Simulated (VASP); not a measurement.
# Pt (I4/mmm) in VASP: further runs

Pt is run at these levels: PBEsol; tasks: single point.

All numbers are computed with VASP 6.6.1; they aren't measurements. Logs are shortened: lines on timing, memory, paths and dates and some standing lists are left out, and cuts for length are marked.

## (1) The cell of the first run

Symmetry: I4/mmm, No. 139, tetragonal system. The conventional cell has a = 2.727 Å, b = 2.727 Å, c = 4.033 Å, α = 90.00°, β = 90.00°, γ = 90.00°. Pt (site symmetry 4/mmm) has 12 Pt at 2.73 to 2.79 Å within 3.6 Å.

## (2) Single point, PBEsol (strain -0.015 along x and y, +0.030 along z)

Contents of INCAR:

```
SYSTEM = Pt
PREC     = Accurate       ! precision mode
ENCUT    = 520            ! plane-wave cutoff, eV
EDIFF    = 1E-6           ! SCF threshold, eV
ISMEAR   = 0              ! smearing method
SIGMA    = 0.15           ! smearing width, eV
LREAL    = .False.        ! projectors in reciprocal space
LASPH    = .True.         ! aspherical terms in the spheres
NELM     = 100            ! most SCF steps
ALGO     = Normal         ! electronic algorithm
ISIF     = 2              ! what is computed and relaxed
LWAVE    = .False.        ! write WAVECAR
LCHARG   = .False.        ! write CHGCAR
GGA      = PS             ! functional
NBANDS   = 11             ! bands
```

Contents of KPOINTS:

```
regular mesh
0
Gamma
  20 20 20
  0 0 0
```

Contents of POSCAR:

```
Pt
1.0
    0.0000000000      1.9285315000      2.0166370000
    1.9285315000      0.0000000000      2.0166370000
    1.9285315000      1.9285315000      0.0000000000
Pt
1
Direct
    0.0000000000      0.0000000000      0.0000000000
```

Potentials or basis: VASP PAW PBE potentials, release 64 (Pt).

Launch:

```console
$ cat potpaw_PBE.64/Pt/POTCAR > POTCAR
$ mpirun -np 1 vasp_std > vasp.out
```

OUTCAR:

```text
SYSTEM = Pt
   PREC = Accurate
   ENCUT = 520
   EDIFF = 1E-6
   ISMEAR = 0
   LREAL = .False.
   LASPH = .True.
   NELM = 100
   ISIF = 2
   GGA = PS

 ion  position               nearest neighbor table
   1  0.000  0.000  0.000-

  LATTYP: Found a body centered tetragonal cell.
 ALAT       =     2.7273554028
 C/A-ratio  =     1.4788223038

  Lattice vectors:

 A1 = (  -1.9285315000,   0.0000000000,   2.0166370000)
 A2 = (   1.9285315000,   0.0000000000,   2.0166370000)
 A3 = (   0.0000000000,   1.9285315000,  -2.0166370000)

Analysis of symmetry for initial positions (statically):
=====================================================================
 Subroutine PRICEL returns:
 Original cell was already a primitive cell.

 Routine SETGRP: Setting up the symmetry group for a
 body centered tetragonal supercell.

 Subroutine GETGRP returns: Found 16 space group operations
 (whereof 16 operations were pure point group operations)
 out of a pool of 16 trial point group operations.

The static configuration has the point symmetry D_4h.

Analysis of symmetry for dynamics (positions and initial velocities):
=====================================================================
 Subroutine PRICEL returns:
 Original cell was already a primitive cell.

 Routine SETGRP: Setting up the symmetry group for a
 body centered tetragonal supercell.

 Subroutine GETGRP returns: Found 16 space group operations
 (whereof 16 operations were pure point group operations)
 out of a pool of 16 trial point group operations.

The dynamic configuration has the point symmetry D_4h.

 Subroutine INISYM returns: Found 16 space group operations
 (whereof 16 operations are pure point group operations),
 and found     1 'primitive' translations

----------------------------------------------------------------------------------------

                                     Primitive cell

  volume of cell :      15.0007

  direct lattice vectors                    reciprocal lattice vectors
     0.000000000  1.928531500  2.016637000    -0.259264627  0.259264627  0.247937532
     1.928531500  0.000000000  2.016637000     0.259264627 -0.259264627  0.247937532
     1.928531500  1.928531500  0.000000000     0.259264627  0.259264627 -0.247937532

  length of vectors
     2.790350970  2.790350970  2.727355403     0.442616440  0.442616440  0.442616440

  position of ions in fractional coordinates (direct lattice)
     0.000000000  0.000000000  0.000000000

  ion indices of the primitive-cell ions
   primitive index   ion index
                 1           1

----------------------------------------------------------------------------------------

 KPOINTS: regular mesh

Automatic generation of k-mesh.
 Grid dimensions read from file:
 generate k-points for:   20   20   20

 Generating k-lattice:

  Cartesian coordinates                     Fractional coordinates (reciprocal lattice)
    -0.012963231  0.012963231  0.012396877     0.050000000  0.000000000  0.000000000
     0.012963231 -0.012963231  0.012396877     0.000000000  0.050000000  0.000000000
     0.012963231  0.012963231 -0.012396877     0.000000000  0.000000000  0.050000000

  Length of vectors
     0.022130822  0.022130822  0.022130822

  Shift w.r.t. Gamma in fractional coordinates (k-lattice)
     0.000000000  0.000000000  0.000000000

 Subroutine IBZKPT returns following result:
 ===========================================

 Found    641 irreducible k-points:

 Following reciprocal coordinates:
            Coordinates               Weight
  0.000000  0.000000  0.000000      1.000000
  0.050000  0.000000  0.000000      8.000000
  0.100000  0.000000  0.000000      8.000000
  0.150000  0.000000  0.000000      8.000000
  0.200000  0.000000  0.000000      8.000000
  0.250000  0.000000  0.000000      8.000000
[... 16 lines left out ...]
 -0.400000  0.050000  0.000000      8.000000
 -0.350000  0.050000  0.000000      8.000000
 [... further k-points ...]
   k-points           NKPTS =    641   k-points in BZ     NKDIM =    641   number of bands    NBANDS=     11
   number of dos      NEDOS =    301   number of ions     NIONS =      1
   total plane-waves  NPLWV =  11520
   dimension x,y,z NGX =    24 NGY =   24 NGZ =   20
   dimension x,y,z NGXF=    48 NGYF=   48 NGZF=   40
   ions per type =               1
   NGX,Y,Z   is equivalent  to a cutoff of  14.30, 14.30, 12.19 a.u.
   NGXF,Y,Z  is equivalent  to a cutoff of  28.60, 28.60, 24.38 a.u.
 SYSTEM =  Pt
   PREC   = accura    normal or accurate (medium, high low for compatibility)
   ISTART =      0    job   : 0-new  1-cont  2-samecut
   ICHARG =      2    charge: 1-file 2-atom 10-const
   ISPIN  =      1    spin polarized calculation?
   LNONCOLLINEAR =      F non collinear calculations
   LSORBIT =      F    spin-orbit coupling
   LASPH  =      T    aspherical Exc in radial PAW
   ENCUT  =  520.0 eV  38.22 Ry    6.18 a.u.   5.19  5.19  5.07*2*pi/ulx,y,z
   NELM   =    100;   NELMIN=  2; NELMDL= -5     # of ELM steps
   EDIFF  = 0.1E-05   stopping-criterion for ELM
   LREAL  =      F    real-space projection
   EDIFFG = 0.1E-04   stopping-criterion for IOM
   NSW    =      0    number of steps for IOM
   IBRION =     -1    ionic relax: 0-MD 1-quasi-New 2-CG
   NFREE  =      0    steps in history (QN), initial steepest desc. (CG)
   ISIF   =      2    stress and relaxation
   ISYM   =      2    0-nonsym 1-usesym 2-fastsym
   POTIM  = 0.5000    time-step for ionic-motion
   TEBEG  =    0.0;   TEEND  =   0.0 temperature during run
   PSTRESS=    0.0 pullay stress
   NELECT =      10.0000    total number of electrons
   NUPDOWN=      -1.0000    fix difference up-down
   EMIN   =  10.00;   EMAX   =-10.00  energy-range for DOS
   EFERMI =   0.00;   METHOD = LEGACY
   ISMEAR =     0;   SIGMA  =   0.15  broadening in eV -4-tet -1-fermi 0-gaus
   EFERMI_NEDOS =   21; number of points for ismear=-14 and -15
   IALGO  =     38    algorithm
   IMIX   =      4    mixing-type and parameters
     AMIX     =   0.40;   BMIX     =  1.00
     AMIX_MAG =   1.60;   BMIX_MAG =  1.00
  volume/ion in A,a.u.               =      15.00       101.23
  Fermi-wavevector in a.u.,A,eV,Ry     =   1.430115  2.702526 27.827046  2.045230
  Thomas-Fermi vector in A             =   2.549996
   LORBIT       =      0    0 simple, 1 ext, 2 COOP (PROOUT), +10 PAW based schemes
   GGA     = PS    functional components
   LHFCALC =     F    Hartree Fock is set to
   AEXX    =    0.0000 exact exchange contribution
   IVDW    =     0    specifies the selected vdW correction
   LEPSILON=     F    determine dielectric tensor
   LRPA    =     F    only Hartree local field effects (RPA)
 non-spin polarized calculation
 Gauss-broadening in eV      SIGMA  =   0.15
  energy-cutoff  :      520.00
  volume of cell :       15.00
 maximum number of plane-waves:       419
 NGX is ok and might be reduce to    24
   NGX = 11   NGY = 11   NGZ = 11

 number of electron      10.0000000 magnetization

 Free energy of the ion-electron system (eV)
  ---------------------------------------------------
  ext. energy  EPLUGINS =         0.00000000
  ---------------------------------------------------
  free energy    TOTEN  =        -6.96709363 eV

  energy without entropy =       -6.94731306  energy(sigma->0) =       -6.95720334

 E-fermi :  11.1988     XC(G=0): -13.6588

 val. band max:       11.1961193004   @ k =  -0.3500   0.4000   0.2000
 cond. band min:      11.1991674069   @ k =  -0.4500  -0.0000   0.2500
 fundamental gap:      0.0030481065
 Fermi energy:        11.1988315799

 k-point     1 :       0.0000    0.0000    0.0000
  band No.  band energies     occupation
      1       0.8436      2.00000
      2       7.0097      2.00000
      3       7.5569      2.00000
      4       7.5569      2.00000
      5       9.2269      2.00000
      6       9.8721      2.00000
      7      25.8421      0.00000
      8      30.0432      0.00000
      9      31.1869      0.00000
     10      31.1869      0.00000
     11      36.1615      0.00000

 k-point     2 :       0.0500    0.0000    0.0000
  band No.  band energies     occupation
      1       0.9453      2.00000
      2       7.0260      2.00000
      3       7.5343      2.00000
      4       7.5977      2.00000
      5       9.2108      2.00000
      6       9.8415      2.00000
      7      26.0020      0.00000
      8      29.9196      0.00000
      9      30.8953      0.00000
     10      31.3464      0.00000
     11      36.7924      0.00000

 k-point     3 :       0.1000    0.0000    0.0000
  band No.  band energies     occupation
      1       1.2430      2.00000
      2       7.0368      2.00000
      3       7.5052      2.00000
      4       7.7097      2.00000
      5       9.1810      2.00000
      6       9.7643      2.00000
      7      26.4459      0.00000
      8      28.9863      0.00000
      9      31.0496      0.00000
     10      31.8118      0.00000
     11      37.7400      0.00000

 k-point     4 :       0.1500    0.0000    0.0000
  band No.  band energies     occupation
      1       1.7119      2.00000
      2       6.9802      2.00000
      3       7.5300      2.00000
      4       7.8579      2.00000
      5       9.1947      2.00000
      6       9.6859      2.00000
      7      27.0490      0.00000
      8      27.6161      0.00000
      9      31.7142      0.00000
     10      32.5415      0.00000
     11      36.5723      0.00000
[... 239 lines left out ...]
 k-point    22 :      -0.4500    0.0500    0.0000
  band No.  band energies     occupation
      1       3.8586      2.00000
      2       7.0120      2.00000
      3       7.6321      2.00000
      4       9.8774      2.00000
      5      11.0196      1.90895
      6      12.0111      0.00000
      7      17.2887      0.00000
      8      25.4584      0.00000
      9      29.5193      0.00000
     10      30.8216      0.00000
     11      38.6347      0.00000

 k-point    23 :      -0.4000    0.0500    0.0000
  band No.  band energies     occupation
      1       3.8548      2.00000
      2       7.0859      2.00000
      3       7.6842      2.00000
      4       9.1959      2.00000
      5      10.7527      1.99997
      6      11.6408      0.00003
      7      18.5266      0.00000
      8      25.7169      0.00000
      9      29.8288      0.00000
     10      31.5688      0.00000
     11      37.5926      0.00000

 k-point    24 :      -0.3500    0.0500    0.0000
  band No.  band energies     occupation
      1       3.8005      2.00000
      2       7.1932      2.00000
      3       7.7852      2.00000
      4       8.2811      2.00000
      5      10.3841      2.00000
      6      11.1521      1.34063
      7      20.2505      0.00000
      8      26.1920      0.00000
      9      30.5459      0.00000
     10      32.7039      0.00000
     11      36.1930      0.00000

 [... further k-points ...]
[... 5 lines left out ...]
  --------------------------------------------------------------------------------------
  -------------------------------------------------------------------------------------
  Total        0.2304694      0.2304694     -0.2841544      0.0000000     -0.0000000      0.0000000
  in kB       24.6157221     24.6157221    -30.3496597      0.0000000     -0.0000000      0.0000000
  external PRESSURE =       6.2939282 kB  Pullay stress =       0.0000000 kB

 VOLUME and BASIS-vectors are now :
 -----------------------------------------------------------------------------
  energy-cutoff  :      520.00
  volume of cell :       15.00
      direct lattice vectors                 reciprocal lattice vectors
     0.000000000  1.928531500  2.016637000    -0.259264627  0.259264627  0.247937532
     1.928531500  0.000000000  2.016637000     0.259264627 -0.259264627  0.247937532
     1.928531500  1.928531500  0.000000000     0.259264627  0.259264627 -0.247937532

 POSITION                                       TOTAL-FORCE (eV/Angst)
 -----------------------------------------------------------------------------------
      0.00000      0.00000      0.00000         0.000000      0.000000      0.000000
 -----------------------------------------------------------------------------------
    total drift:                                0.000000      0.000000     -0.000000

  FREE ENERGIE OF THE ION-ELECTRON SYSTEM (eV)
  ---------------------------------------------------
  free  energy   TOTEN  =        -6.9670936261 eV

  energy  without entropy=       -6.9473130566  energy(sigma->0) =       -6.95720334
```

It took 59 s on 1 thread of Intel Xeon Platinum 8259CL at 2.50GHz (Skylake/Cascade Lake), shared host; peak memory 0.22 GiB.

What came out:

```
Free energy            : -6.9671 eV
Pressure               : 0.6 GPa
Band gap on the k mesh : zero (band 5 reaches 11.94 eV, above the bottom of band 6 at 9.45 eV)
```

Caveat: the cell differs from its parent crystal (strain -0.015 along x and y, +0.030 along z); the PAW data sets were made with another functional, which shifts forces and pressure a little; spin-orbit coupling is left out, which moves the levels of the heavy elements.

## (3) Single point, PBEsol (strain +0.015 along x and y, -0.030 along z)

Contents of INCAR:

```
SYSTEM = Pt
  PREC = Accurate
  ENCUT = 520
  EDIFF = 1E-6
  ISMEAR = 0
  SIGMA = 0.15
  LREAL = .FALSE.
  LASPH = .TRUE.
  NELM = 100
  ALGO = Normal
  ISIF = 2
  LWAVE = .FALSE.
  LCHARG = .FALSE.
  GGA = PS
  NBANDS = 11
```

Contents of KPOINTS:

```
regular mesh
0
G
  20 20 20
  0 0 0
```

Contents of POSCAR:

```
Pt
1.0
    0.0000000000      1.9872685000      1.8991630000
    1.9872685000      0.0000000000      1.8991630000
    1.9872685000      1.9872685000      0.0000000000
Pt
1
Direct
    0.0000000000      0.0000000000      0.0000000000
```

Potentials or basis: VASP PAW PBE potentials, release 64 (Pt).

Launch:

```console
$ cat potpaw_PBE.64/Pt/POTCAR > POTCAR
$ mpirun -np 1 vasp_std > vasp.out
```

Wall time 61 s (1 thread of Intel Xeon Platinum 8259CL at 2.50GHz (Skylake/Cascade Lake), shared host); peak memory 0.22 GiB.

Results (log left out):

| Property | Result |
| --- | --- |
| Free energy | -6.9686 eV |
| Pressure | 0.6 GPa |
| Band gap on the k mesh | zero (band 5 reaches 11.89 eV, above the bottom of band 6 at 9.47 eV) |

Stress tensor (GPa, compression positive):
```
-0.67  0.00  0.00
 0.00 -0.67  0.00
 0.00  0.00  3.09
```

Levels at points of the mesh, in eV from the Fermi level:
```csv
k point,band 1,band 2,band 3,band 4,band 5,band 6,band 7,band 8,band 9,band 10
"(0.00, 0.00, 0.00)",-10.36,-4.00,-4.00,-3.47,-1.96,-1.35,14.64,19.20,19.20,20.43
"(0.50, 0.00, 0.00)",-7.42,-4.16,-3.62,-0.56,-0.09,0.19,5.86,14.12,18.55,19.49
"(0.50, 0.50, 0.00)",-7.12,-6.71,0.01,0.52,0.52,2.31,9.68,10.81,10.81,19.75
"(0.50, 0.00, 0.50)",-7.19,-6.69,0.01,0.28,0.69,1.41,8.51,11.48,11.81,20.44
```

Caveat: the cell differs from its parent crystal (strain +0.015 along x and y, -0.030 along z); the PAW data sets were made with another functional, which shifts forces and pressure a little; spin-orbit coupling is left out, which moves the levels of the heavy elements.
